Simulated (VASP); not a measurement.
Wanted: the native input for a VASP 6.6.1 run.

```yaml
Task: single point
Functional: PBE
Potentials_or_basis: VASP PAW PBE potentials, release 64 (Si, C)
Cutoff: 520 eV
k_mesh: 6 × 6 × 2
Occupations: gaussian, width 0.1 eV
Spin: no spin polarisation
Dipole_correction: no
Further_INCAR_settings: ALGO = Normal; EDIFF = 1e-06; NBANDS = 21
```

The structure of SiC5 lies in POSCAR:

```
SiC5
1.0
    3.2469718364      0.0000000000      0.0000000000
   -1.6234859182      2.8119600957      0.0000000000
    0.0000000000      0.0000000000      8.5580469584
Si C
1 5
Direct
    0.0000000000      0.0000000000      0.5000000000
    0.0000000000      0.0000000000      0.8492788144
    0.0000000000      0.0000000000      0.0000000000
    0.0000000000      0.0000000000      0.1507211856
    0.0000000000      0.0000000000      0.2989907092
    0.0000000000      0.0000000000      0.7010092908
```

These files were run (other wordings do the same):

INCAR

```
SYSTEM = SiC5
PREC = Accurate
ENCUT = 520
EDIFF = 1E-6
ISMEAR = 0
SIGMA = 0.1
LREAL = .False.
LASPH = .True.
NELM = 60
ALGO = Normal
ISIF = 2
LWAVE = .False.
LCHARG = .False.
GGA = PE
NBANDS = 21
```

KPOINTS

```
Automatic mesh
0
Gamma
  6 6 2
  0 0 0
```

Potentials or basis: VASP PAW PBE potentials, release 64 (Si, C).

Run with:

```bash
$ cat potpaw_PBE.64/Si/POTCAR potpaw_PBE.64/C/POTCAR > POTCAR
$ mpirun -np 1 vasp_std > vasp.out
```

It gave:

```yaml
Pressure: 0.1 GPa
Largest_force: 0.045 eV/Å
Band_gap_on_the_k_mesh: zero (band 12 reaches 3.78 eV, above the bottom of band 13 at 1.87 eV)
```

Caveat: the k points lie up to 0.37 Å⁻¹ apart.

Wall time 23 s on 1 thread of Intel(R) Xeon(R) Platinum 8488C (Sapphire Rapids), with other jobs on the host, peak memory 0.18 GiB.
